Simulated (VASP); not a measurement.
Input of a VASP 6.6.1 run:

File INCAR:

```
SYSTEM = W
PREC = Accurate ; ENCUT = 500
EDIFF = 1E-6 ; ISMEAR = -1
SIGMA = 0.1 ; LREAL = .False.
LASPH = .True. ; NELM = 120
ALGO = Normal ; ISIF = 2
LWAVE = .False. ; LCHARG = .True.
GGA = PE ; LELF = .True.
LVHAR = .True. ; NBANDS = 21
GGA_COMPAT = .False.
```

File KPOINTS:

```
Automatic mesh
0
Gamma
  2 2 2
  0 0 0
```

POSCAR

```
W
1.0
    3.1844833900      0.0000000000      0.0000000000
    0.0000000000      3.1844833900      0.0000000000
    0.0000000000      0.0000000000      3.1844833900
W
2
Direct
    0.0000000000      0.0000000000      0.0000000000
    0.5000000000      0.5000000000      0.5000000000
```

Potentials or basis: VASP PAW PBE potentials, release 64 (W_sv).

Launch:

```sh
$ cat potpaw_PBE.64/W_sv/POTCAR > POTCAR
$ mpirun -np 1 vasp_std > vasp.out
```

Problem. Predict the band gap on the k mesh.

Solution. Zero (band 14 reaches 11.79 eV, above the bottom of band 15 at 10.88 eV).

Problem. Predict the pressure.

Solution. -2.2 GPa.

Caveat: the k points lie up to 0.99 Å⁻¹ apart; spin-orbit coupling is left out, which moves the levels of the heavy elements.
